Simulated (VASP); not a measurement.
ScGa3As2: single point with PBE

The system is ScGa3As2.

```xyz
6
Lattice="4.5843 0.0000 0.0000 -2.2921 3.9701 0.0000 0.0000 0.0000 7.2711" Properties=species:S:1:pos:R:3 pbc="T T T"
Sc    0.0000    0.0000    0.0000
Ga    0.0000    2.6467    4.7336
Ga    2.2921    1.3234    2.5375
Ga    0.0000    0.0000    3.6356
As    0.0000    2.6467    1.8123
As    2.2921    1.3234    5.4588
```

```
Program             : VASP 6.6.1
Task                : single point
Functional          : PBE
Potentials or basis : VASP PAW PBE potentials, release 64 (Sc_sv, Ga_d, As)
Cutoff              : 520 eV
k mesh              : 6 × 6 × 4
Occupations         : gaussian, width 0.1 eV
Spin                : no spin polarisation
```

```yaml
Pressure: -2.1 GPa
Largest_force: 1.211 eV/Å
Band_gap_on_the_k_mesh: zero (band 30 reaches 4.99 eV, above the bottom of band 31 at 4.18 eV)
```

Forces on the atoms (eV/Å):
```
Sc   0.000  0.000  0.000
Ga   0.000  0.000  0.417
Ga   0.000  0.000 -0.417
Ga   0.000  0.000  0.000
As   0.000  0.000 -1.211
As   0.000  0.000  1.211
```

Stress tensor (GPa, compression positive):
```
-1.89  0.00  0.00
 0.00 -1.89  0.00
 0.00  0.00 -2.61
```

Levels at points of the mesh, in eV from the Fermi level:
| k point | band 27 | band 28 | band 29 | band 30 | band 31 | band 32 | band 33 | band 34 |
| --- | --- | --- | --- | --- | --- | --- | --- | --- |
| (0.00, 0.00, 0.00) | -1.61 | -1.61 | -1.06 | -0.79 | -0.23 | -0.23 | 0.18 | 0.18 |
| (0.50, 0.00, 0.00) | -2.86 | -2.65 | -0.79 | -0.33 | 0.74 | 1.09 | 1.13 | 1.51 |
| (0.00, 0.00, 0.50) | -2.20 | -2.20 | -1.17 | -0.94 | -0.60 | -0.60 | 0.71 | 1.20 |
| (0.50, 0.00, 0.50) | -2.60 | -2.03 | -1.05 | -0.65 | -0.39 | 0.52 | 1.12 | 1.14 |

It took 81 s on 1 thread of Intel(R) Xeon(R) 6975P-C (Granite Rapids), on a shared host, peak memory 0.32 GiB.

Caveat: forces of over 1 eV/Å act on the atoms, so gaps and moduli don't describe the material at rest.
